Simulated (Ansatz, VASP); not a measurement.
Ca: VASP beside Ansatz

```
Ca
1.0
     0.00000    2.83097    2.83097
     2.83097    0.00000    2.83097
     2.83097    2.83097    0.00000
Ca
1
Direct
  0.00000 0.00000 0.00000
```

Change from the starting cell: volume scaled by 1.04, crystal datasets.

Alike in both runs: task electric field gradients; functional PBEsol; k mesh 11 × 11 × 11; occupations fermi-dirac, width 0.05 eV; no spin polarisation.

|  | VASP | Ansatz |
| --- | --- | --- |
| version | VASP 6.6.1 | Ansatz 0.2.0 |
| potentials or method | VASP PAW PBE potentials, release 64 (Ca_sv), cutoff 520 eV | all-electron PAW with datasets made for the crystal, scalar-relativistic |

```csv
,VASP,Ansatz,Ansatz less VASP
pressure (GPa),-1.7,-1.7,-0.01
```

VASP's potentials were made for PBE, not for PBEsol. Ansatz ran all-electron here, and VASP with PAW potentials.
